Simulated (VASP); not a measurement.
# EuRe3 in VASP: a series of runs, part 2 of 2

VASP 6.6.1.

**3. Single point, PBEsol, collinear spin, ferromagnetic start**

This run uses another cell than the first one, of 20.11 Å³/atom.

Contents of INCAR:

```
PREC = Accurate
ENCUT = 520
EDIFF = 1E-6
ISMEAR = 0
SIGMA = 0.05
LREAL = False
LASPH = True
NELM = 150
ALGO = Normal
ISIF = 2
LWAVE = False
LCHARG = False
ISPIN = 2
MAGMOM = 7 0 0 0
LORBIT = 11
LMAXMIX = 6
GGA = PS
NBANDS = 31
```

Contents of KPOINTS:

```
Automatic mesh
0
Gamma
  8 8 8
```

Contents of POSCAR:

```
EuRe3
1.0
    4.3170764971      0.0000000000      0.0000000000
    0.0000000000      4.3170764971      0.0000000000
    0.0000000000      0.0000000000      4.3170764971
Eu Re
1 3
Direct
    0.0000000000      0.0000000000      0.0000000000
    0.0000000000      0.5000000000      0.5000000000
    0.5000000000      0.5000000000      0.0000000000
    0.5000000000      0.0000000000      0.5000000000
```

Potentials or basis: VASP PAW PBE potentials, release 64 (Eu, Re).

Started as:

```bash
cat potpaw_PBE.64/Eu/POTCAR potpaw_PBE.64/Re/POTCAR > POTCAR
mpirun -np 1 vasp_std > vasp.out
```

OUTCAR:

```text
PREC = Accurate
   ENCUT = 520
   EDIFF = 1E-6
   ISMEAR = 0
   LREAL = False
   LASPH = True
   NELM = 150
   ISIF = 2
   ISPIN = 2
   LORBIT = 11
   GGA = PS

 ion  position               nearest neighbor table
   1  0.000  0.000  0.000-   2 3.05   3 3.05   4 3.05   2 3.05   4 3.05   2 3.05   3 3.05   2 3.05
                             3 3.05   4 3.05   4 3.05   3 3.05
   2  0.000  0.500  0.500-   1 3.05   3 3.05   4 3.05   1 3.05   3 3.05   1 3.05   4 3.05   1 3.05
                             3 3.05   4 3.05   3 3.05   4 3.05
   3  0.500  0.500  0.000-   1 3.05   2 3.05   4 3.05   2 3.05   4 3.05   1 3.05   4 3.05   4 3.05
                             1 3.05   2 3.05   2 3.05   1 3.05
[... 1870 lines left out ...]
 POSITION                                       TOTAL-FORCE (eV/Angst)
 -----------------------------------------------------------------------------------
      0.00000      0.00000      0.00000         0.000000      0.000000      0.000000
      0.00000      2.15854      2.15854         0.000000      0.000000      0.000000
      2.15854      2.15854      0.00000         0.000000      0.000000      0.000000
      2.15854      0.00000      2.15854         0.000000      0.000000      0.000000
 -----------------------------------------------------------------------------------
    total drift:                               -0.000000     -0.000000     -0.000000

  FREE ENERGIE OF THE ION-ELECTRON SYSTEM (eV)
  ---------------------------------------------------
  free  energy   TOTEN  =       -46.5153766141 eV

  energy  without entropy=      -46.5013951729  energy(sigma->0) =      -46.50838589

 total charge

# of ion       s       p       d       f       tot
--------------------------------------------------
    1        2.076   5.711   0.703   6.295  14.785
    2        0.560   0.350   4.589   0.000   5.499
    3        0.560   0.350   4.589   0.000   5.499
    4        0.560   0.350   4.589   0.000   5.499
--------------------------------------------------
tot          3.757   6.761  14.471   6.295  31.284

 magnetization (x)

# of ion       s       p       d       f       tot
--------------------------------------------------
    1       -0.001  -0.082   0.103   6.192   6.212
    2       -0.005   0.011  -0.054   0.000  -0.047
    3       -0.005   0.011  -0.054   0.000  -0.047
    4       -0.005   0.011  -0.054   0.000  -0.047
--------------------------------------------------
tot         -0.016  -0.047  -0.059   6.192   6.070
```

stdout:

```text
POSCAR found type information on POSCAR EuRe
 POSCAR found :  2 types and       4 ions
 scaLAPACK will be used
 -----------------------------------------------------------------------------
|                                                                             |
|                                                                             |
|     You enforced a specific xc type in the INCAR file but a different       |
|     I HOPE YOU KNOW WHAT YOU ARE DOING!                                     |
|                                                                             |
 -----------------------------------------------------------------------------

 LDA part: xc-table for (Slater+PW92), standard interpolation
 POSCAR, INCAR and KPOINTS ok, starting setup
 FFT: planning ... GRIDC
 FFT: planning ... GRID_SOFT
 FFT: planning ... GRID
 WAVECAR not read
 entering main loop
```

Wall time 5.3 min (1 thread of Intel Xeon Platinum 8488C (Sapphire Rapids), shared host); peak memory 0.3 GiB.

Results:

```yaml
Free_energy: -46.5154 eV
Pressure: -26.3 GPa
Net_moment: 6.34 μB per cell
Site_moments: Eu +6.21; Re -0.05 μB
Valence_electrons_inside_the_program's_atomic_spheres: Eu 14.79; Re 5.50
```

Caveat: the cell stands under tension; the PAW data sets were made with another functional, which shifts forces and pressure a little; spin-orbit coupling is left out, which moves the levels of the heavy elements; semilocal functionals describe open f shells poorly, which spoils levels, moments and volumes.

**4. Single point, PBEsol, collinear spin, ferromagnetic start**

Contents of INCAR:

```
PREC     = Accurate       # precision mode
ENCUT    = 520            # plane-wave cutoff, eV
EDIFF    = 1E-7           # SCF threshold, eV
ISMEAR   = 0              # smearing method
SIGMA    = 0.05           # smearing width, eV
LREAL    = False          # projectors in reciprocal space
LASPH    = True           # aspherical terms in the spheres
NELM     = 150            # most SCF steps
ALGO     = Normal         # electronic algorithm
ISIF     = 2              # what is computed and relaxed
LWAVE    = False          # write WAVECAR
LCHARG   = True           # write CHGCAR
ISPIN    = 2              # spin polarisation
MAGMOM   = 6.77 0 0 0     # initial moments
LORBIT   = 11             # projections on sites
LMAXMIX  = 6              # l up to which the mixer works
GGA      = PS             # functional
LELF     = True           # ELF
LVHAR    = True         
NBANDS   = 31             # bands
```

KPOINTS is that of step 3.

Contents of POSCAR:

```
EuRe3
1.0
    4.0640769026      0.0000000000      0.0000000000
    0.0000000000      4.0640769026      0.0000000000
    0.0000000000      0.0000000000      4.0640769026
Eu Re
1 3
Direct
    0.0000000000      0.0000000000      0.0000000000
    0.0000000000      0.5000000000      0.5000000000
    0.5000000000      0.5000000000      0.0000000000
    0.5000000000      0.0000000000      0.5000000000
```

Potentials or basis: VASP PAW PBE potentials, release 64 (Eu, Re).

Started as:

```bash
cat potpaw_PBE.64/Eu/POTCAR potpaw_PBE.64/Re/POTCAR > POTCAR
mpirun -np 1 vasp_std > vasp.out
```

OUTCAR:

```text
PREC = Accurate
   ENCUT = 520
   EDIFF = 1E-7
   ISMEAR = 0
   LREAL = False
   LASPH = True
   NELM = 150
   ISIF = 2
   ISPIN = 2
   LORBIT = 11
   GGA = PS

 ion  position               nearest neighbor table
   1  0.000  0.000  0.000-   2 2.87   3 2.87   4 2.87   2 2.87   4 2.87   2 2.87   3 2.87   2 2.87
                             3 2.87   4 2.87   4 2.87   3 2.87
   2  0.000  0.500  0.500-   1 2.87   3 2.87   4 2.87   1 2.87   3 2.87   1 2.87   4 2.87   1 2.87
                             3 2.87   4 2.87   3 2.87   4 2.87
   3  0.500  0.500  0.000-   1 2.87   2 2.87   4 2.87   2 2.87   4 2.87   1 2.87   4 2.87   4 2.87
                             1 2.87   2 2.87   2 2.87   1 2.87
   4  0.500  0.000  0.500-   1 2.87   2 2.87   3 2.87   1 2.87   3 2.87   2 2.87   3 2.87   3 2.87
                             1 2.87   2 2.87   1 2.87   2 2.87

  LATTYP: Found a simple cubic cell.
 ALAT       =     4.0640769026

  Lattice vectors:

 A1 = (   4.0640769026,   0.0000000000,   0.0000000000)
 A2 = (   0.0000000000,   4.0640769026,   0.0000000000)
 A3 = (   0.0000000000,   0.0000000000,   4.0640769026)
[... 1845 lines left out ...]
  -------------------------------------------------------------------------------------
  Total        0.1737397      0.1737397      0.1737397     -0.0000000      0.0000000     -0.0000000
  in kB        4.1469025      4.1469025      4.1469025     -0.0000000      0.0000000     -0.0000000
  external PRESSURE =       4.1469025 kB  Pullay stress =       0.0000000 kB

 VOLUME and BASIS-vectors are now :
 -----------------------------------------------------------------------------
  energy-cutoff  :      520.00
  volume of cell :       67.13
      direct lattice vectors                 reciprocal lattice vectors
     4.064076903  0.000000000  0.000000000     0.246058336  0.000000000  0.000000000
     0.000000000  4.064076903  0.000000000     0.000000000  0.246058336  0.000000000
     0.000000000  0.000000000  4.064076903     0.000000000  0.000000000  0.246058336

 POSITION                                       TOTAL-FORCE (eV/Angst)
 -----------------------------------------------------------------------------------
      0.00000      0.00000      0.00000         0.000000      0.000000      0.000000
      0.00000      2.03204      2.03204         0.000000      0.000000      0.000000
      2.03204      2.03204      0.00000         0.000000      0.000000      0.000000
      2.03204      0.00000      2.03204         0.000000      0.000000      0.000000
 -----------------------------------------------------------------------------------
    total drift:                                0.000000      0.000000     -0.000000

  FREE ENERGIE OF THE ION-ELECTRON SYSTEM (eV)
  ---------------------------------------------------
  free  energy   TOTEN  =       -47.7897803363 eV

  energy  without entropy=      -47.7813061981  energy(sigma->0) =      -47.78554327

 total charge

# of ion       s       p       d       f       tot
--------------------------------------------------
    1        2.101   5.723   0.994   6.270  15.087
    2        0.626   0.457   4.820   0.000   5.902
    3        0.626   0.457   4.820   0.000   5.902
    4        0.626   0.457   4.820   0.000   5.902
--------------------------------------------------
tot          3.978   7.094  15.452   6.270  32.794

 magnetization (x)

# of ion       s       p       d       f       tot
--------------------------------------------------
    1        0.002  -0.078   0.110   6.080   6.114
    2       -0.007   0.010  -0.113   0.000  -0.110
    3       -0.007   0.010  -0.113   0.000  -0.110
    4       -0.007   0.010  -0.113   0.000  -0.110
--------------------------------------------------
tot         -0.018  -0.049  -0.229   6.080   5.784
```

stdout:

```text
POSCAR found type information on POSCAR EuRe
 POSCAR found :  2 types and       4 ions
 scaLAPACK will be used
 -----------------------------------------------------------------------------
|                                                                             |
|                                                                             |
|     You enforced a specific xc type in the INCAR file but a different       |
|     I HOPE YOU KNOW WHAT YOU ARE DOING!                                     |
|                                                                             |
 -----------------------------------------------------------------------------

 LDA part: xc-table for (Slater+PW92), standard interpolation
 POSCAR, INCAR and KPOINTS ok, starting setup
 FFT: planning ... GRIDC
 FFT: planning ... GRID_SOFT
 FFT: planning ... GRID
 WAVECAR not read
 entering main loop
```

Run time: 5.9 min. Hardware: 1 thread of Intel Xeon Platinum 8488C (Sapphire Rapids), shared host; peak memory 0.29 GiB.

What came out:

```
Free energy                                           : -47.7898 eV
Pressure                                              : 0.4 GPa
Band gap on the k mesh                                : zero (filled and empty bands overlap)
Net moment                                            : 5.97 μB per cell
Site moments                                          : Eu +6.11; Re -0.11 μB
Valence electrons inside the program's atomic spheres : Eu 15.09; Re 5.90
```

Caveat: the PAW data sets were made with another functional, which shifts forces and pressure a little; spin-orbit coupling is left out, which moves the levels of the heavy elements; semilocal functionals describe open f shells poorly, which spoils levels, moments and volumes.

**5. Single point, PBEsol, collinear spin, ferromagnetic start (16.11 Å³/atom)**

This run uses another cell than the first one, of 16.11 Å³/atom.

Contents of INCAR:

```
SYSTEM = EuRe3
PREC = Accurate ; ENCUT = 520
EDIFF = 1E-6 ; ISMEAR = 0
SIGMA = 0.05 ; LREAL = .FALSE.
LASPH = .TRUE. ; NELM = 150
ALGO = Normal ; ISIF = 2
LWAVE = .FALSE. ; LCHARG = .FALSE.
ISPIN = 2 ; MAGMOM = 6.76 0 0 0
LORBIT = 11 ; LMAXMIX = 6
GGA = PS ; NBANDS = 31
```

Contents of KPOINTS:

```
regular mesh
0
G
  8 8 8
  0 0 0
```

Contents of POSCAR:

```
EuRe3
1.0
    4.0091502113      0.0000000000      0.0000000000
    0.0000000000      4.0091502113      0.0000000000
    0.0000000000      0.0000000000      4.0091502113
Eu Re
1 3
Direct
    0.0000000000      0.0000000000      0.0000000000
    0.0000000000      0.5000000000      0.5000000000
    0.5000000000      0.5000000000      0.0000000000
    0.5000000000      0.0000000000      0.5000000000
```

Started as:

```bash
cat potpaw_PBE.64/Eu/POTCAR potpaw_PBE.64/Re/POTCAR > POTCAR
mpirun -np 1 vasp_std > vasp.out
```

Wall time 6.7 min (1 thread of Intel Xeon Platinum 8488C (Sapphire Rapids), shared host); peak memory 0.29 GiB.

It converged, with:

```
Free energy                                           : -47.7012 eV
Pressure                                              : 10.2 GPa
Band gap on the k mesh                                : zero (filled and empty bands overlap)
Net moment                                            : 6.00 μB per cell
Site moments                                          : Eu +6.09; Re -0.09 μB
Valence electrons inside the program's atomic spheres : Eu 15.18; Re 6.01
```

Levels at points of the mesh, in eV from the Fermi level:
Spin up:
```
           k point  band 20  band 21  band 22  band 23  band 24  band 25
(0.00, 0.00, 0.00)    -0.68    -0.68     1.95     1.95     3.57     4.30
(0.50, 0.00, 0.00)    -0.40    -0.40    -0.38     0.28     0.96     1.21
(0.50, 0.50, 0.00)    -0.40    -0.39    -0.34    -0.34    -0.17     0.51
(0.50, 0.50, 0.50)    -0.62    -0.62    -0.09    -0.09     0.53     2.94
```
Spin down:
```csv
k point,band 14,band 15,band 16,band 17,band 18,band 19
"(0.00, 0.00, 0.00)",-0.68,1.93,1.93,3.22,3.22,3.22
"(0.50, 0.00, 0.00)",-1.85,-0.44,-0.40,-0.11,0.56,0.56
"(0.50, 0.50, 0.00)",-1.72,-0.98,-0.30,-0.24,-0.04,-0.04
"(0.50, 0.50, 0.50)",-0.86,-0.01,0.02,0.02,2.86,2.86
```

Caveat: the cell stands under pressure; the PAW data sets were made with another functional, which shifts forces and pressure a little; spin-orbit coupling is left out, which moves the levels of the heavy elements; semilocal functionals describe open f shells poorly, which spoils levels, moments and volumes.

**6. The runs side by side**

| cell | gap on the mesh (eV) | pressure (GPa) | moment (μB) |
| --- | --- | --- | --- |
| a = 4.064 Å, angles 90.0, 88.9, 90.0°, 4 atoms | none | 0.4 | 6.01 |
| a = 4.317 Å, 4 atoms | none | -26.3 | 6.34 |
| a = 4.064 Å, 4 atoms | none | 0.4 | 5.97 |
| a = 4.009 Å, 4 atoms | none | 10.2 | 6.00 |

Alike in all rows: task single point; level PBEsol; potentials or basis VASP PAW PBE potentials, release 64 (Eu, Re); spin collinear, ferromagnetic start; k mesh 8 × 8 × 8; cutoff (eV) 520; smearing gaussian 0.05 eV.

Caveats: the PAW data sets were made with another functional, which shifts forces and pressure a little; spin-orbit coupling is left out, which moves the levels of the heavy elements; semilocal functionals describe open f shells poorly, which spoils levels, moments and volumes; the cell stands under tension (at least some runs); the cell stands under pressure (at least some runs).

Total energies depend on the potentials used, so only differences within one code and one set of settings carry meaning.
